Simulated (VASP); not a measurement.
# CO2 (I-42d) in VASP: notebook

The runs below take CO2 through single point, relaxation of shape and atoms at fixed volume, with PBEsol.

Program: VASP 6.6.1. These are calculated values, not measurements. Logs are shortened: lines on timing, memory, paths and dates and some standing lists are left out, and cuts for length are marked.

## Step 1: The cell of the first run

Symmetry: I-42d, No. 122, tetragonal system. Conventional cell: a = 3.918 Å, b = 3.918 Å, c = 5.937 Å, α = 90.00°, β = 90.00°, γ = 90.00°. C (site symmetry -4) has 4 O at 1.39 Å within 1.9 Å. O (site symmetry 2) has 2 C at 1.39 Å within 1.9 Å.

## Step 2: Single point, PBEsol

Contents of INCAR:

```
ALGO = Normal
EDIFF = 1E-7
ENCUT = 520
GGA = PS
ISIF = 2
ISMEAR = 0
LASPH = T
LCHARG = T
LELF = T
LREAL = F
LVHAR = T
LWAVE = F
NBANDS = 25
NELM = 80
PREC = Accurate
SIGMA = 0.02
```

Contents of KPOINTS:

```
k-points
0
Gamma
  8 8 8
```

Contents of POSCAR:

```
CO2
1.0
   -1.9589458393      1.9589458393      2.9686465352
    1.9589458393     -1.9589458393      2.9686465352
    1.9589458393      1.9589458393     -2.9686465352
C O
2 4
Direct
    0.7500000000      0.2500000000      0.5000000000
    0.0000000000      0.0000000000      0.0000000000
    0.7077697658      0.1250000000      0.0827697658
    0.0422302342      0.6250000000      0.9172302342
    0.3750000000      0.2922302342      0.4172302342
    0.8750000000      0.9577697658      0.5827697658
```

Potentials or basis: VASP PAW PBE potentials, release 64 (C, O).

On the command line:

```console
cat potpaw_PBE.64/C/POTCAR potpaw_PBE.64/O/POTCAR > POTCAR
mpirun -np 1 vasp_std > vasp.out
```

OUTCAR:

```text
EDIFF = 1E-7
   ENCUT = 520
   GGA = PS
   ISIF = 2
   ISMEAR = 0
   LASPH = T
   LREAL = F
   NELM = 80
   PREC = Accurate

 ion  position               nearest neighbor table
   1  0.750  0.250  0.500-   3 1.39   5 1.39   6 1.39   4 1.39
   2  0.000  0.000  0.000-   3 1.39   4 1.39   6 1.39   5 1.39
   3  0.708  0.125  0.083-   1 1.39   2 1.39
   4  0.042  0.625  0.917-   2 1.39   1 1.39
   5  0.375  0.292  0.417-   1 1.39   2 1.39
   6  0.875  0.958  0.583-   1 1.39   2 1.39

  LATTYP: Found a body centered tetragonal cell.
 ALAT       =     3.9178916786
 C/A-ratio  =     1.5154306340

  Lattice vectors:

 A1 = (  -1.9589458393,   1.9589458393,   2.9686465352)
 A2 = (   1.9589458393,  -1.9589458393,   2.9686465352)
 A3 = (   1.9589458393,   1.9589458393,  -2.9686465352)

Analysis of symmetry for initial positions (statically):
=====================================================================
 Subroutine PRICEL returns:
 Original cell was already a primitive cell.

 Routine SETGRP: Setting up the symmetry group for a
 body centered tetragonal supercell.

 Subroutine GETGRP returns: Found  8 space group operations
 (whereof  4 operations were pure point group operations)
 out of a pool of 16 trial point group operations.

The static configuration has the point symmetry S_4 .
 The point group associated with its full space group is D_2d.

Analysis of symmetry for dynamics (positions and initial velocities):
=====================================================================
 Subroutine PRICEL returns:
 Original cell was already a primitive cell.

 Routine SETGRP: Setting up the symmetry group for a
 body centered tetragonal supercell.

 Subroutine GETGRP returns: Found  8 space group operations
 (whereof  4 operations were pure point group operations)
 out of a pool of 16 trial point group operations.

The dynamic configuration has the point symmetry S_4 .
 The point group associated with its full space group is D_2d.

 Subroutine INISYM returns: Found  8 space group operations
 (whereof  4 operations are pure point group operations),
 and found     1 'primitive' translations

----------------------------------------------------------------------------------------

                                     Primitive cell

  volume of cell :      45.5684

[... 97 lines left out ...]
   LREAL  =      F    real-space projection
   EDIFFG = 0.1E-05   stopping-criterion for IOM
   NSW    =      0    number of steps for IOM
   IBRION =     -1    ionic relax: 0-MD 1-quasi-New 2-CG
   NFREE  =      0    steps in history (QN), initial steepest desc. (CG)
   ISIF   =      2    stress and relaxation
   ISYM   =      2    0-nonsym 1-usesym 2-fastsym
   POTIM  = 0.5000    time-step for ionic-motion
   TEBEG  =    0.0;   TEEND  =   0.0 temperature during run
   PSTRESS=    0.0 pullay stress
   NELECT =      32.0000    total number of electrons
   NUPDOWN=      -1.0000    fix difference up-down
   EMIN   =  10.00;   EMAX   =-10.00  energy-range for DOS
   EFERMI =   0.00;   METHOD = LEGACY
   ISMEAR =     0;   SIGMA  =   0.02  broadening in eV -4-tet -1-fermi 0-gaus
   EFERMI_NEDOS =   21; number of points for ismear=-14 and -15
   IALGO  =     38    algorithm
   IMIX   =      4    mixing-type and parameters
     AMIX     =   0.40;   BMIX     =  1.00
     AMIX_MAG =   1.60;   BMIX_MAG =  1.00
  volume/ion in A,a.u.               =       7.59        51.25
  Fermi-wavevector in a.u.,A,eV,Ry     =   1.455136  2.749809 28.809275  2.117422
  Thomas-Fermi vector in A             =   2.572206
   LORBIT       =      0    0 simple, 1 ext, 2 COOP (PROOUT), +10 PAW based schemes
   GGA     = PS    functional components
   LHFCALC =     F    Hartree Fock is set to
   AEXX    =    0.0000 exact exchange contribution
   IVDW    =     0    specifies the selected vdW correction
   LEPSILON=     F    determine dielectric tensor
   LRPA    =     F    only Hartree local field effects (RPA)
 non-spin polarized calculation
 Gauss-broadening in eV      SIGMA  =   0.02
  energy-cutoff  :      520.00
  volume of cell :       45.57
 maximum number of plane-waves:      1240
   NGX = 15   NGY = 15   NGZ = 15

 number of electron      31.9999977 magnetization

 Free energy of the ion-electron system (eV)
  ---------------------------------------------------
  ext. energy  EPLUGINS =         0.00000000
  ---------------------------------------------------
  free energy    TOTEN  =       -46.10737324 eV

  energy without entropy =      -46.10737324  energy(sigma->0) =      -46.10737324

 E-fermi :   2.5377     XC(G=0): -11.5155

 val. band max:        2.4148365464   @ k =   0.5000   0.0000   0.0000
 cond. band min:       9.9916944794   @ k =   0.0000   0.0000   0.0000
 fundamental gap:      7.5768579330
 Fermi energy:         2.5376733757

 k-point     1 :       0.0000    0.0000    0.0000
  band No.  band energies     occupation
      1     -21.8274      2.00000
      2     -16.5839      2.00000
      3     -16.5839      2.00000
      4     -15.8775      2.00000
      5     -12.2812      2.00000
      6      -7.4578      2.00000
[... 661 lines left out ...]
     24      16.8246      0.00000
     25      17.6493      0.00000

 [... further k-points ...]

------------------------ aborting loop because EDIFF is reached ----------------------------------------

  FORCE on cell =-STRESS in cart. coord.  units (eV):
  Direction    XX          YY          ZZ          XY          YZ          ZX
  --------------------------------------------------------------------------------------
  -------------------------------------------------------------------------------------
  Total        0.5310212      0.5310212      0.4259112      0.0000000      0.0000000      0.0000000
  in kB       18.6706356     18.6706356     14.9749830      0.0000000      0.0000000      0.0000000
  external PRESSURE =      17.4387514 kB  Pullay stress =       0.0000000 kB

 VOLUME and BASIS-vectors are now :
 -----------------------------------------------------------------------------
  energy-cutoff  :      520.00
  volume of cell :       45.57
      direct lattice vectors                 reciprocal lattice vectors
    -1.958945839  1.958945839  2.968646535     0.000000000  0.255239318  0.168426923
     1.958945839 -1.958945839  2.968646535     0.255239318  0.000000000  0.168426923
     1.958945839  1.958945839 -2.968646535     0.255239318  0.255239318  0.000000000

 POSITION                                       TOTAL-FORCE (eV/Angst)
 -----------------------------------------------------------------------------------
      0.00000      1.95895      1.48432         0.000000      0.000000      0.000000
      0.00000      0.00000      0.00000         0.000000      0.000000      0.000000
     -0.97947      1.30376      2.22648         0.000000     -0.101114     -0.000000
      2.93842      0.65519     -0.74216         0.000000      0.101114      0.000000
      0.65519      0.97947      0.74216         0.101114      0.000000      0.000000
      1.30376      0.97947      3.71081        -0.101114      0.000000     -0.000000
 -----------------------------------------------------------------------------------
    total drift:                                0.000002      0.000002      0.000003

  FREE ENERGIE OF THE ION-ELECTRON SYSTEM (eV)
  ---------------------------------------------------
  free  energy   TOTEN  =       -46.1073732406 eV

  energy  without entropy=      -46.1073732406  energy(sigma->0) =      -46.10737324
```

OSZICAR:

```text
N       E                     dE             d eps       ncg     rms          rms(c)
DAV:   1     0.149991632695E+03    0.14999E+03   -0.18666E+04  2950   0.128E+03
DAV:   2    -0.413860826383E+02   -0.19138E+03   -0.18472E+03  3778   0.295E+02
DAV:   3    -0.488764805489E+02   -0.74904E+01   -0.74479E+01  3929   0.569E+01
DAV:   4    -0.489357117656E+02   -0.59231E-01   -0.59187E-01  3482   0.573E+00
DAV:   5    -0.489362820247E+02   -0.57026E-03   -0.57000E-03  3883   0.538E-01    0.126E+01
DAV:   6    -0.461858609284E+02    0.27504E+01   -0.54470E+00  3728   0.191E+01    0.518E+00
DAV:   7    -0.461361547528E+02    0.49706E-01   -0.64807E-01  3720   0.553E+00    0.285E+00
DAV:   8    -0.461111661942E+02    0.24989E-01   -0.67691E-02  3660   0.236E+00    0.515E-01
DAV:   9    -0.461073573844E+02    0.38088E-02   -0.14985E-02  3748   0.104E+00    0.184E-01
DAV:  10    -0.461074102535E+02   -0.52869E-04   -0.19386E-03  3857   0.322E-01    0.667E-02
DAV:  11    -0.461073682026E+02    0.42051E-04   -0.17005E-04  3619   0.102E-01    0.199E-02
DAV:  12    -0.461073730669E+02   -0.48643E-05   -0.18959E-05  3612   0.317E-02    0.514E-03
DAV:  13    -0.461073732187E+02   -0.15183E-06   -0.23470E-06  3840   0.114E-02    0.301E-03
DAV:  14    -0.461073732406E+02   -0.21873E-07   -0.25095E-07  3416   0.468E-03
   1 F= -.46107373E+02 E0= -.46107373E+02  d E =-.365338E-20
```

stdout:

```text
POSCAR found type information on POSCAR C O
 POSCAR found :  2 types and       6 ions
 scaLAPACK will be used
 -----------------------------------------------------------------------------
|                                                                             |
|                                                                             |
|     You enforced a specific xc type in the INCAR file but a different       |
|     I HOPE YOU KNOW WHAT YOU ARE DOING!                                     |
|                                                                             |
 -----------------------------------------------------------------------------

 LDA part: xc-table for (Slater+PW92), standard interpolation
 POSCAR, INCAR and KPOINTS ok, starting setup
 FFT: planning ... GRIDC
 FFT: planning ... GRID_SOFT
 FFT: planning ... GRID
 WAVECAR not read
 entering main loop
```

Run time: 32 s. Hardware: 1 thread of Intel Xeon 6975P-C (Granite Rapids), shared host; peak memory 0.18 GiB.

Results:

```yaml
Free_energy: -46.1074 eV
Pressure: 1.7 GPa
Largest_force: 0.101 eV/Å
Band_gap_on_the_k_mesh: 7.58 eV, indirect (least direct gap 8.03 eV)
```

Forces on the atoms (eV/Å):
```
C    0.000  0.000  0.000
C    0.000  0.000  0.000
O    0.000 -0.101  0.000
O    0.000  0.101  0.000
O    0.101  0.000  0.000
O   -0.101  0.000  0.000
```

Stress tensor (GPa, compression positive):
```
1.87 0.00 0.00
0.00 1.87 0.00
0.00 0.00 1.50
```

Caveat: the PAW data sets were made with another functional, which shifts forces and pressure a little. A k mesh can miss the band edges.

## Step 3: Single point, PBEsol

Contents of INCAR:

```
SYSTEM = CO2
PREC = Accurate
ENCUT = 520
EDIFF = 1E-6
ISMEAR = 0
SIGMA = 0.02
LREAL = .False.
LASPH = .True.
NELM = 60
ALGO = Normal
ISIF = 2
LWAVE = .False.
LCHARG = .False.
GGA = PS
NBANDS = 25
```

Contents of KPOINTS:

```
Automatic mesh
0
Gamma
  8 8 8
  0 0 0
```

POSCAR is that of step 2.

Potentials or basis: VASP PAW PBE potentials, release 64 (C, O).

On the command line:

```console
cat potpaw_PBE.64/C/POTCAR potpaw_PBE.64/O/POTCAR > POTCAR
mpirun -np 1 vasp_std > vasp.out
```

It took 28 s on 1 thread of Intel Xeon 6975P-C (Granite Rapids), shared host; peak memory 0.18 GiB.

Results (log left out):

```
Free energy            : -46.1074 eV
Pressure               : 1.8 GPa
Largest force          : 0.102 eV/Å
Band gap on the k mesh : 7.58 eV, indirect (least direct gap 8.03 eV)
```

Forces in eV/Å, atoms in the order of the input:
```
C    0.000  0.000  0.000
C    0.000  0.000  0.000
O    0.000 -0.102  0.000
O    0.000  0.102  0.000
O    0.102  0.000  0.000
O   -0.102  0.000  0.000
```

Stress tensor (GPa, compression positive):
```
1.88 0.00 0.00
0.00 1.88 0.00
0.00 0.00 1.51
```

Levels at points of the mesh, in eV from the valence-band top:
```csv
k point,band 13,band 14,band 15,band 16,band 17,band 18,band 19,band 20
"(0.00, 0.00, 0.00)",-1.28,-0.90,-0.90,-0.45,7.58,9.41,9.41,9.44
"(0.50, 0.00, 0.00)",-1.76,-1.45,-0.45,0.00,8.32,9.60,9.83,10.39
"(0.50, 0.50, 0.00)",-0.68,-0.68,-0.54,-0.54,9.05,9.05,10.00,10.00
"(0.50, 0.50, 0.50)",-2.91,-2.91,-0.04,-0.04,8.90,8.90,10.85,10.85
```

Caveat: the PAW data sets were made with another functional, which shifts forces and pressure a little.

(Part 1 of 2 ends here.)
